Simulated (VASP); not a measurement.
Here is a VASP 6.6.1 calculation.

Contents of INCAR:

```
SYSTEM = Sn
AGGAC = 1.0
AGGAX = 1.0
ALDAC = 0.0
ALDAX = 1.0
ALGO = Normal
EDIFF = 1E-6
ENCUT = 500
GGA = B5
GGA_COMPAT = .FALSE.
ISIF = 2
ISMEAR = 1
LASPH = .TRUE.
LCHARG = .TRUE.
LELF = .TRUE.
LREAL = .FALSE.
LVHAR = .TRUE.
LWAVE = .FALSE.
NBANDS = 21
NELM = 120
PREC = Accurate
SIGMA = 0.05
```

File KPOINTS:

```
k-points
0
G
  9 9 9
  0 0 0
```

File POSCAR:

```
Sn
1.0
   -2.9401404550      2.9401404550      1.5993019900
    2.9401404550     -2.9401404550      1.5993019900
    2.9401404550      2.9401404550     -1.5993019900
Sn
2
Direct
    0.0000000000      1.0000000000      0.0000000000
    0.7500000000      0.2500000000      0.5000000000
```

Potentials or basis: VASP PAW PBE potentials, release 64 (Sn_d).

The run is started by

```console
$ cat potpaw_PBE.64/Sn_d/POTCAR > POTCAR
$ mpirun -np 1 vasp_std > vasp.out
```

Problem. Estimate the pressure.

Solution. 5.7 GPa.

Problem. Predict the band gap on the k mesh.

Solution. Zero (bands 14 and 15 overlap by 3.86 eV).

Stress tensor (GPa, compression positive):
```
5.85 0.00 0.00
0.00 5.85 0.00
0.00 0.00 5.47
```

Caveat: the cell stands under pressure; the PAW data sets were made with another functional, which shifts forces and pressure a little; spin-orbit coupling is left out, which moves the levels of the heavy elements.
